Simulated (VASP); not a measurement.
# AlNi (P1) in VASP: single point with r2SCAN

Aim: the single point of AlNi with r2SCAN.

All numbers are computed with VASP 6.6.1; they aren't measurements. Logs are shortened: lines on timing, memory, paths and dates and some standing lists are left out, and cuts for length are marked.

**1. The cell of the first run**

The typed cell holds 2 atoms: a = 2.860 Å, b = 2.860 Å, c = 2.870 Å, α = 90.00°, β = 90.00°, γ = 89.99°.

**2. Single point, r2SCAN (atom 2 moved 0.45 Å)**

POSCAR reads:

```
AlNi
1.0
    2.0223875383     -2.0221672871      0.0000000000
    2.0223875383      2.0221672871      0.0000000000
    0.0000000000      0.0000000000      2.8700173037
Al Ni
1 1
Direct
    0.0372288097     -0.0400957449     -0.0563357871
    0.4627711903      0.5400957449      0.5563357871
```

INCAR.step1 reads:

```
SYSTEM = AlNi
ALGO     = Normal         ! electronic algorithm
EDIFF    = 1E-4           ! SCF threshold, eV
ENCUT    = 520            ! plane-wave cutoff, eV
GGA      = PE             ! functional
ISMEAR   = 0              ! smearing method
LASPH    = .True.         ! aspherical terms in the spheres
LCHARG   = .False.        ! write CHGCAR
LREAL    = .False.        ! projectors in reciprocal space
LWAVE    = .True.         ! write WAVECAR
NBANDS   = 14             ! bands
NELM     = 60             ! most SCF steps
PREC     = Accurate       ! precision mode
SIGMA    = 0.15           ! smearing width, eV
```

INCAR.step2 reads:

```
SYSTEM = AlNi
ALGO     = Normal         ! electronic algorithm
EDIFF    = 1E-6           ! SCF threshold, eV
ENCUT    = 520            ! plane-wave cutoff, eV
ISIF     = 2              ! what is computed and relaxed
ISMEAR   = 0              ! smearing method
ISTART   = 1            
LASPH    = .True.         ! aspherical terms in the spheres
LCHARG   = .False.        ! write CHGCAR
LMIXTAU  = .True.       
LREAL    = .False.        ! projectors in reciprocal space
LWAVE    = .False.        ! write WAVECAR
METAGGA  = R2SCAN         ! meta-GGA
NBANDS   = 14             ! bands
NELM     = 60             ! most SCF steps
PREC     = Accurate       ! precision mode
SIGMA    = 0.15           ! smearing width, eV
```

KPOINTS reads:

```
k-points
0
Gamma
  12 12 12
  0 0 0
```

Potentials or basis: VASP PAW PBE potentials, release 64 (Al, Ni).

On the command line:

```bash
$ cat potpaw_PBE.64/Al/POTCAR potpaw_PBE.64/Ni/POTCAR > POTCAR
$ cp INCAR.step1 INCAR
$ mpirun -np 1 vasp_std > vasp.out
$ cp INCAR.step2 INCAR
$ mpirun -np 1 vasp_std > vasp.out
```

OUTCAR:

```text
SYSTEM = AlNi
   EDIFF = 1E-6
   ENCUT = 520
   ISIF = 2
   ISMEAR = 0
   ISTART = 1
   LASPH = .True.
   LREAL = .False.
   METAGGA = R2SCAN
   NELM = 60
   PREC = Accurate

 ion  position               nearest neighbor table
   1  0.037  0.960  0.944-   2 2.04   2 2.32   2 2.34   2 2.45   2 2.59   2 2.69   2 2.71   2 2.92

   2  0.463  0.540  0.556-   1 2.04   1 2.32   1 2.34   1 2.45   1 2.59   1 2.69   1 2.71   1 2.92

  LATTYP: Found a base centered orthorhombic cell.
 ALAT       =     4.0443345742
 B/A-ratio  =     1.0001089184
 C/A-ratio  =     0.7096389409

  Lattice vectors:

 A1 = (  -2.0223875383,  -2.0221672871,   0.0000000000)
 A2 = (   2.0223875383,  -2.0221672871,   0.0000000000)
 A3 = (   0.0000000000,   0.0000000000,   2.8700173037)

Analysis of symmetry for initial positions (statically):
=====================================================================
 Subroutine PRICEL returns:
 Original cell was already a primitive cell.

 Routine SETGRP: Setting up the symmetry group for a
 base centered orthorhombic supercell.

 Subroutine GETGRP returns: Found  1 space group operations
 (whereof  1 operations were pure point group operations)
 out of a pool of  8 trial point group operations.

The static configuration has the point symmetry C_1 .

Analysis of symmetry for dynamics (positions and initial velocities):
=====================================================================
 Subroutine PRICEL returns:
 Original cell was already a primitive cell.

 Routine SETGRP: Setting up the symmetry group for a
 base centered orthorhombic supercell.

 Subroutine GETGRP returns: Found  1 space group operations
 (whereof  1 operations were pure point group operations)
 out of a pool of  8 trial point group operations.

The dynamic configuration has the point symmetry C_1 .

 Subroutine INISYM returns: Found  1 space group operations
 (whereof  1 operations are pure point group operations),
 and found     1 'primitive' translations

----------------------------------------------------------------------------------------

                                     Primitive cell

  volume of cell :      23.4745

  direct lattice vectors                    reciprocal lattice vectors
     2.022387538 -2.022167287  0.000000000     0.247232536 -0.247259464  0.000000000
     2.022387538  2.022167287  0.000000000     0.247232536  0.247259464  0.000000000
     0.000000000  0.000000000  2.870017304     0.000000000  0.000000000  0.348429955

  length of vectors
     2.859932148  2.859932148  2.870017304     0.349658647  0.349658647  0.348429955

  position of ions in fractional coordinates (direct lattice)
     0.037228810  0.959904255  0.943664213
     0.462771190  0.540095745  0.556335787

  ion indices of the primitive-cell ions
   primitive index   ion index
                 1           1
                 2           2

----------------------------------------------------------------------------------------

 KPOINTS: k-points

Automatic generation of k-mesh.
 Grid dimensions read from file:
 generate k-points for:   12   12   12

 Generating k-lattice:

  Cartesian coordinates                     Fractional coordinates (reciprocal lattice)
     0.020602711 -0.020604955  0.000000000     0.083333333  0.000000000  0.000000000
     0.020602711  0.020604955  0.000000000     0.000000000  0.083333333  0.000000000
     0.000000000  0.000000000  0.029035830     0.000000000  0.000000000  0.083333333

  Length of vectors
     0.029138221  0.029138221  0.029035830

  Shift w.r.t. Gamma in fractional coordinates (k-lattice)
     0.000000000  0.000000000  0.000000000

 Subroutine IBZKPT returns following result:
 ===========================================

 Found    868 irreducible k-points:

 Following reciprocal coordinates:
            Coordinates               Weight
  0.000000  0.000000  0.000000      1.000000
  0.083333  0.000000  0.000000      2.000000
 -0.000000 -0.083333  0.000000      2.000000
  0.166667  0.000000  0.000000      2.000000
 -0.000000 -0.166667  0.000000      2.000000
  0.250000  0.000000  0.000000      2.000000
[... 16 lines left out ...]
  0.500000  0.083333  0.000000      2.000000
 -0.083333  0.500000  0.000000      2.000000
 [... further k-points ...]
   k-points           NKPTS =    868   k-points in BZ     NKDIM =    868   number of bands    NBANDS=     14
   number of dos      NEDOS =    301   number of ions     NIONS =      2
   total plane-waves  NPLWV =  13824
   dimension x,y,z NGX =    24 NGY =   24 NGZ =   24
   dimension x,y,z NGXF=    48 NGYF=   48 NGZF=   48
   ions per type =               1   1
   NGX,Y,Z   is equivalent  to a cutoff of  13.95, 13.95, 13.90 a.u.
   NGXF,Y,Z  is equivalent  to a cutoff of  27.90, 27.90, 27.80 a.u.
 SYSTEM =  AlNi
   PREC   = accura    normal or accurate (medium, high low for compatibility)
   ISTART =      1    job   : 0-new  1-cont  2-samecut
   ICHARG =      0    charge: 1-file 2-atom 10-const
   ISPIN  =      1    spin polarized calculation?
   LNONCOLLINEAR =      F non collinear calculations
   LSORBIT =      F    spin-orbit coupling
   LASPH  =      T    aspherical Exc in radial PAW
   ENCUT  =  520.0 eV  38.22 Ry    6.18 a.u.   5.32  5.32  5.34*2*pi/ulx,y,z
   NELM   =     60;   NELMIN=  2; NELMDL=  0     # of ELM steps
   EDIFF  = 0.1E-05   stopping-criterion for ELM
   LREAL  =      F    real-space projection
   EDIFFG = 0.1E-04   stopping-criterion for IOM
   NSW    =      0    number of steps for IOM
   IBRION =     -1    ionic relax: 0-MD 1-quasi-New 2-CG
   NFREE  =      0    steps in history (QN), initial steepest desc. (CG)
   ISIF   =      2    stress and relaxation
   ISYM   =      2    0-nonsym 1-usesym 2-fastsym
   POTIM  = 0.5000    time-step for ionic-motion
   TEBEG  =    0.0;   TEEND  =   0.0 temperature during run
   PSTRESS=    0.0 pullay stress
   NELECT =      13.0000    total number of electrons
   NUPDOWN=      -1.0000    fix difference up-down
   EMIN   =  10.00;   EMAX   =-10.00  energy-range for DOS
   EFERMI =   0.00;   METHOD = LEGACY
   ISMEAR =     0;   SIGMA  =   0.15  broadening in eV -4-tet -1-fermi 0-gaus
   EFERMI_NEDOS =   21; number of points for ismear=-14 and -15
   IALGO  =     38    algorithm
   IMIX   =      4    mixing-type and parameters
     AMIX     =   0.40;   BMIX     =  1.00
     AMIX_MAG =   1.60;   BMIX_MAG =  1.00
  volume/ion in A,a.u.               =      11.74        79.21
  Fermi-wavevector in a.u.,A,eV,Ry     =   1.344386  2.540521 24.590810  1.807374
  Thomas-Fermi vector in A             =   2.472384
   LORBIT       =      0    0 simple, 1 ext, 2 COOP (PROOUT), +10 PAW based schemes
   METAGGA = R2SCAN    functional components
   LHFCALC =     F    Hartree Fock is set to
   AEXX    =    0.0000 exact exchange contribution
   IVDW    =     0    specifies the selected vdW correction
   LEPSILON=     F    determine dielectric tensor
   LRPA    =     F    only Hartree local field effects (RPA)
 non-spin polarized calculation
 Gauss-broadening in eV      SIGMA  =   0.15
  energy-cutoff  :      520.00
  volume of cell :       23.47
 maximum number of plane-waves:       648
 NGX is ok and might be reduce to    24
   NGX = 11   NGY = 11   NGZ = 11

 number of electron      13.0000001 magnetization

 Free energy of the ion-electron system (eV)
  ---------------------------------------------------
  ext. energy  EPLUGINS =         0.00000000
  ---------------------------------------------------
  free energy    TOTEN  =       -19.27284992 eV

  energy without entropy =      -19.26484434  energy(sigma->0) =      -19.26884713

 E-fermi :  10.1116     XC(G=0): -13.0463

 val. band max:       10.0949582511   @ k =  -0.2500   0.2500   0.4167
 cond. band min:      10.1232128666   @ k =   0.3333   0.0000   0.1667
 fundamental gap:      0.0282546155
 Fermi energy:        10.1116119022

 k-point     1 :       0.0000    0.0000    0.0000
  band No.  band energies     occupation
      1      -1.6831      2.00000
      2       6.4044      2.00000
      3       6.4756      2.00000
      4       8.0625      2.00000
      5       8.3697      2.00000
      6       8.3858      2.00000
      7      15.9075      0.00000
      8      16.0616      0.00000
      9      16.6200      0.00000
     10      18.9394      0.00000
     11      18.9481      0.00000
     12      24.3030      0.00000
     13      31.3549      0.00000
     14      31.3974      0.00000

 k-point     2 :       0.0833    0.0000    0.0000
  band No.  band energies     occupation
      1      -1.5462      2.00000
      2       6.4027      2.00000
      3       6.5013      2.00000
      4       8.0256      2.00000
      5       8.3198      2.00000
      6       8.3671      2.00000
      7      14.7383      0.00000
      8      16.1317      0.00000
      9      16.8093      0.00000
     10      18.9609      0.00000
     11      20.0039      0.00000
     12      24.7770      0.00000
     13      30.3523      0.00000
     14      30.9381      0.00000

 k-point     3 :      -0.0000   -0.0833    0.0000
  band No.  band energies     occupation
      1      -1.5463      2.00000
      2       6.4049      2.00000
      3       6.4987      2.00000
      4       8.0268      2.00000
      5       8.3175      2.00000
      6       8.3683      2.00000
      7      14.7416      0.00000
      8      16.1467      0.00000
      9      16.7832      0.00000
     10      18.9577      0.00000
     11      20.0198      0.00000
     12      24.7728      0.00000
     13      30.3726      0.00000
     14      30.9037      0.00000
[... 324 lines left out ...]
 k-point    23 :       0.5000    0.0833    0.0000
  band No.  band energies     occupation
      1       2.7635      2.00000
      2       3.1971      2.00000
      3       6.9557      2.00000
      4       7.4273      2.00000
      5       7.6380      2.00000
      6       8.3426      2.00000
      7       9.2962      2.00000
      8      18.4007      0.00000
      9      19.8622      0.00000
     10      20.8932      0.00000
     11      21.5031      0.00000
     12      22.6247      0.00000
     13      25.7095      0.00000
     14      27.2096      0.00000

 k-point    24 :      -0.0833    0.5000    0.0000
  band No.  band energies     occupation
      1       2.7460      2.00000
      2       3.2116      2.00000
      3       6.9472      2.00000
      4       7.4292      2.00000
      5       7.6448      2.00000
      6       8.3362      2.00000
      7       9.3071      2.00000
      8      18.4027      0.00000
      9      19.8378      0.00000
     10      20.8831      0.00000
     11      21.5124      0.00000
     12      22.6524      0.00000
     13      25.6866      0.00000
     14      27.1855      0.00000

 [... further k-points ...]
[... 5 lines left out ...]
  --------------------------------------------------------------------------------------
  -------------------------------------------------------------------------------------
  Total        1.0367286      3.8769937      1.7801742     -0.0538531      2.4940100      0.0624852
  in kB       70.7586743    264.6121035    121.5002352     -3.6755725    170.2208702      4.2647294
  external PRESSURE =     152.2903377 kB  Pullay stress =       0.0000000 kB

 VOLUME and BASIS-vectors are now :
 -----------------------------------------------------------------------------
  energy-cutoff  :      520.00
  volume of cell :       23.47
      direct lattice vectors                 reciprocal lattice vectors
     2.022387538 -2.022167287  0.000000000     0.247232536 -0.247259464  0.000000000
     2.022387538  2.022167287  0.000000000     0.247232536  0.247259464  0.000000000
     0.000000000  0.000000000  2.870017304     0.000000000  0.000000000  0.348429955

 POSITION                                       TOTAL-FORCE (eV/Angst)
 -----------------------------------------------------------------------------------
      2.01659      1.86580      2.70833         0.081197      3.153437      2.800746
      2.02819      0.15636      1.59669        -0.081197     -3.153437     -2.800746
 -----------------------------------------------------------------------------------
    total drift:                               -0.000447     -0.001306      0.000113

  FREE ENERGIE OF THE ION-ELECTRON SYSTEM (eV)
  ---------------------------------------------------
  free  energy   TOTEN  =       -19.2728499200 eV

  energy  without entropy=      -19.2648443405  energy(sigma->0) =      -19.26884713
```

It used 270 s of CPU time on 1 thread of Intel(R) Xeon(R) 6975P-C (Granite Rapids), with other jobs on the host.

What came out:

```yaml
Free_energy: -19.2728 eV
Pressure: 15.2 GPa
Largest_force: 4.218 eV/Å
```

Forces on the atoms (eV/Å):
```
Al   0.081  3.153  2.801
Ni  -0.081 -3.153 -2.801
```

Levels at points of the mesh, in eV from the Fermi level:
```tsv
k point	band 4	band 5	band 6	band 7	band 8	band 9	band 10	band 11
(0.00, 0.00, 0.00)	-2.05	-1.74	-1.73	5.80	5.95	6.51	8.83	8.84
(0.50, 0.00, 0.00)	-2.64	-2.51	-1.73	-0.81	9.05	10.80	10.86	11.49
(0.00, 0.50, 0.00)	-2.64	-2.50	-1.73	-0.80	9.05	10.77	10.81	11.53
(0.50, 0.50, 0.00)	-2.96	-2.14	-2.04	-1.22	1.52	2.64	13.91	14.58
(0.00, 0.00, 0.50)	-2.58	-2.47	-1.77	-0.76	9.07	10.60	10.62	11.82
(0.50, 0.00, 0.50)	-2.81	-2.30	-2.13	-1.21	1.54	2.62	13.91	15.05
(0.00, 0.50, 0.50)	-2.79	-2.32	-2.15	-1.20	1.55	2.62	13.90	15.11
(0.50, 0.50, 0.50)	-1.19	-1.17	1.62	1.78	2.00	3.80	4.87	4.97
```

Caveat: the cell differs from its parent crystal (atom 2 moved 0.45 Å); the PAW data sets were made with another functional, which shifts forces and pressure a little.
